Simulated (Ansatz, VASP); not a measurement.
One calculation of NaRh2, two programs

```
Na Rh
1.0
     4.52440    0.00000    0.00000
    -2.26220    3.91824    0.00000
     0.00000    0.00000    2.70433
Na Rh
1 2
Direct
  0.00000 0.00000 0.00000
  0.33333 0.66667 0.50000
  0.66667 0.33333 0.50000
```

Alike in both runs: task relaxation of cell and atoms; functional PBE; k mesh 12 × 12 × 18; occupations gaussian, width 0.1 eV; no spin polarisation.

```csv
,VASP,Ansatz
version,VASP 6.6.1,Ansatz 0.2.0
potentials or method,"VASP PAW PBE potentials, release 64 (Na_pv, Rh_pv), cutoff 500 eV","scalar-relativistic, plane waves, PAW"
valence electrons in the cell,37,43
```

|  | VASP | Ansatz | Ansatz less VASP |
| --- | --- | --- | --- |
| gap on the k mesh at the Fermi level, each at its own relaxed structure (eV) | none | none | - |
| relaxed volume (Å³/atom) | 15.99 | 15.97 | -0.014 |
| relaxed length of the cell vector where the two differ most in proportion (Å) | 4.561 | 4.559 | -0.0018 |

A gap of «none» marks a metal or a gap that the smearing closes. VASP's potentials hold 37 valence electrons a cell and Ansatz's 43, so a difference there can come from the potentials and not from the codes.
